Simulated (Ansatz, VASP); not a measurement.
# ZrB in VASP and in Ansatz

```
Zr B
1.0
     0.00000    2.41539    2.59243
     2.24631    0.00000    2.59243
     2.24631    2.41539    0.00000
Zr B
1 1
Direct
  0.00000 0.00000 0.00000
  0.50000 0.50000 0.50000
```

Change from the starting cell: normal strain along x -0.0700, normal strain along z +0.0733.

Alike in both runs: task single point; functional LDA; k mesh 16 × 16 × 16; occupations gaussian, width 0.15 eV; no spin polarisation.

|  | VASP | Ansatz |
| --- | --- | --- |
| version | VASP 6.6.1 | Ansatz 0.2.0 |
| potentials or method | VASP PAW LDA potentials, release 64 (Zr_sv, B), cutoff 520 eV | scalar-relativistic, plane waves, PAW |
| valence electrons in the cell | 15 | 15 |

```tsv
	VASP	Ansatz	Ansatz less VASP
gap on the k mesh at the Fermi level (eV)	none	none	-
pressure (GPa)	4.3	4.0	-0.32
traceless stress, the component that is largest in VASP (GPa)	23.29	23.25	-0.035
```

LDA's correlation is that of Perdew and Zunger in VASP and of Perdew and Wang (1992) in Ansatz. A gap of «none» marks a metal or a gap that the smearing closes.
